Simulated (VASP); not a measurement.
Write the native input for VASP 6.6.1 that does the following.

```yaml
Task: relaxation of cell and atoms
Functional: PBE
Potentials_or_basis: VASP PAW PBE potentials, release 64 (Be, Te, Se)
Cutoff: 600 eV
k_mesh: 2 × 4 × 4
Occupations: gaussian, width 0.1 eV
Spin: no spin polarisation
Dipole_correction: no
Further_INCAR_settings: ALGO = Normal; EDIFF = 1e-06; IBRION = 2; EDIFFG = -0.025; NSW = 80; ISIF = 3
```

The structure of Be3TeSe2 lies in POSCAR:

```
Be3TeSe2
1.0
   -0.0161833716     -0.0366204983     -6.0928273740
   -0.0037626586      6.4338536751      0.0384419514
    5.7249391908     -3.2201904382     -0.0044858998
Be Te Se
6 2 4
Direct
    0.8941777689      0.1516151616     -0.0496909235
    0.3669693684      0.2039963293      0.6740536340
    0.8580029115      0.7725700844      0.2820478403
    0.3729743200      0.7819218987      0.0249737721
    0.3488380248      0.5318368922      0.3629262752
    0.8966985984      0.5118658639      0.6994303876
    0.4799222522      0.2074776169      0.0467354942
    0.0052256161      0.8049325596      0.9940101978
    1.0065458419      0.1486634152      0.6265897450
    0.5095048137      0.8648260993      0.3433973173
    1.0091463596      0.5193143926      0.3146398096
    0.5019941245      0.5009796862      0.6808864504
```

These files were run (other wordings do the same):

INCAR

```
PREC     = Accurate       # precision mode
ENCUT    = 600            # plane-wave cutoff, eV
EDIFF    = 1E-6           # SCF threshold, eV
ISMEAR   = 0              # smearing method
SIGMA    = 0.1            # smearing width, eV
LREAL    = False          # projectors in reciprocal space
LASPH    = True           # aspherical terms in the spheres
NELM     = 80             # most SCF steps
ALGO     = Normal         # electronic algorithm
ISIF     = 3              # what is computed and relaxed
LWAVE    = False          # write WAVECAR
LCHARG   = False          # write CHGCAR
GGA      = PE             # functional
IBRION   = 2              # ionic algorithm
NSW      = 80             # ionic steps
EDIFFG   = -0.025         # ionic threshold
```

KPOINTS

```
Automatic mesh
0
Gamma
  2 4 4
```

Potentials or basis: VASP PAW PBE potentials, release 64 (Be, Te, Se).

Launch:

```console
$ cat potpaw_PBE.64/Be/POTCAR potpaw_PBE.64/Te/POTCAR potpaw_PBE.64/Se/POTCAR > POTCAR
$ mpirun -np 1 vasp_std > vasp.out
```

It gave:

* Relaxed volume: 19.08 Å³/atom
* Relaxed cell: a = 6.208 Å, b = 6.521 Å, c = 6.529 Å, α = 119.95°, β = 90.01°, γ = 89.98°
* Space group after relaxing (to 0.1 Å): Cmc2_1 (No. 36)
* Energy gained by relaxing: 250.3 meV/atom
* Ionic steps: 20
* Pressure after relaxing: 0.0 GPa
* Largest force after relaxing: 0.018 eV/Å
* Band gap on the k mesh: 2.85 eV (least direct gap 2.93 eV)

Caveat: the k points lie up to 0.51 Å⁻¹ apart in the final cell; spin-orbit coupling is left out, which moves the levels of the heavy elements.

Wall time 59 min on 1 thread of Intel Xeon 8259CL, on a shared host, peak memory 0.51 GiB.
